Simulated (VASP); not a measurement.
**Co: single point with LDA**

Crystal: Co.

```xyz
2
Lattice="2.4295 0.0000 0.0000 -1.2147 2.1040 0.0000 0.0000 0.0000 3.9180" Properties=species:S:1:pos:R:3 pbc="T T T"
Co    0.0000    1.4027    0.9795
Co    1.2147    0.7013    2.9385
```

| Quantity | Value |
| --- | --- |
| Program | VASP 6.6.1 |
| Task | single point |
| Functional | LDA |
| Potentials or basis | VASP PAW LDA potentials, release 64 (Co) |
| Cutoff | 520 eV |
| k mesh | 20 × 20 × 12 |
| Occupations | gaussian, width 0.05 eV |
| Spin | collinear spin, ferromagnetic start |
| Starting moments | [1.72, 1.72] μB |
| Dipole correction | no |
| Further INCAR settings | ALGO = Normal; EDIFF = 1e-06; NBANDS = 20 |

| Quantity | Value |
| --- | --- |
| Pressure | -1.3 GPa |
| Net moment | 2.98 μB per cell |
| Site moments | Co +1.49 μB |
| Valence electrons inside the program's atomic spheres | Co 8.45 |

Stress tensor (GPa, compression positive):
```
-1.18  0.00  0.00
 0.00 -1.18  0.00
 0.00  0.00 -1.46
```

Levels at points of the mesh, in eV from the Fermi level:
Spin up:
| k point | band 7 | band 8 | band 9 | band 10 | band 11 | band 12 | band 13 | band 14 |
| --- | --- | --- | --- | --- | --- | --- | --- | --- |
| (0.00, 0.00, 0.00) | -2.17 | -1.77 | -1.77 | -0.49 | -0.49 | -0.06 | 7.25 | 22.64 |
| (0.50, 0.00, 0.00) | -2.07 | -0.36 | -0.22 | -0.18 | 1.68 | 3.85 | 10.40 | 11.13 |
| (0.00, 0.00, 0.50) | -2.62 | -2.62 | -0.85 | -0.85 | -0.85 | -0.85 | 16.09 | 16.09 |
| (0.50, 0.00, 0.50) | -0.83 | -0.83 | -0.25 | -0.25 | 1.80 | 1.80 | 8.12 | 8.12 |
Spin down:
```csv
k point,band 3,band 4,band 5,band 6,band 7,band 8,band 9,band 10,band 11,band 12
"(0.00, 0.00, 0.00)",-1.17,-1.17,-1.17,-0.76,-0.76,-0.31,-0.31,0.12,1.07,1.07
"(0.50, 0.00, 0.00)",-3.64,-1.88,-1.36,-1.19,-0.74,1.21,1.37,1.40,2.80,4.76
"(0.00, 0.00, 0.50)",-1.74,-1.74,-1.25,-1.25,-1.25,-1.25,0.69,0.69,0.69,0.69
"(0.50, 0.00, 0.50)",-2.69,-2.69,-0.17,-0.17,0.32,0.32,1.33,1.33,2.48,2.48
```

Wall time 3.1 min on 1 thread of Intel(R) Xeon(R) Platinum 8259CL CPU @ 2.50GHz (Skylake/Cascade Lake) (shared host), peak memory 0.26 GiB.
